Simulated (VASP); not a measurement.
Here is a VASP 6.6.1 calculation.

The input INCAR:

```
  ALGO = Normal
  EDIFF = 1E-6
  ENCUT = 520
  GGA = PS
  ISIF = 2
  ISMEAR = 0
  LASPH = True
  LCHARG = False
  LREAL = False
  LWAVE = False
  NBANDS = 35
  NELM = 60
  PREC = Accurate
  SIGMA = 0.05
```

File KPOINTS:

```
k-points
0
Gamma
  12 12 2
```

The input POSCAR:

```
WS2
1.0
    3.1460650389      0.0000000000      0.0000000000
   -1.5730325194      2.7245722456      0.0000000000
    0.0000000000      0.0000000000     23.5709639087
W S
2 4
Direct
    0.3333333333      0.6666666667      0.6345659624
    0.6666666667      0.3333333333      0.3654340376
    0.3333333333      0.6666666667      0.2989660749
    0.6666666667      0.3333333333      0.5680485953
    0.3333333333      0.6666666667      0.4319514047
    0.6666666667      0.3333333333      0.7010339251
```

Potentials or basis: VASP PAW PBE potentials, release 64 (W_sv, S).

Launch:

```console
$ cat potpaw_PBE.64/W_sv/POTCAR potpaw_PBE.64/S/POTCAR > POTCAR
$ mpirun -np 1 vasp_std > vasp.out
```

**Question.** Predict the largest force.

**Answer.** 0.019 eV/Å.

**Question.** What does it give for the band gap on the k mesh?

**Answer.** 1.54 eV (least direct gap 1.91 eV).

Forces on the atoms (eV/Å):
```
W    0.000  0.000  0.001
W    0.000  0.000 -0.001
S    0.000  0.000 -0.019
S    0.000  0.000 -0.019
S    0.000  0.000  0.019
S    0.000  0.000  0.019
```

Caveat: there is no dipole correction, which matters where the two faces differ; the PAW data sets were made with another functional, which shifts forces and pressure a little; spin-orbit coupling is left out, which moves the levels of the heavy elements.
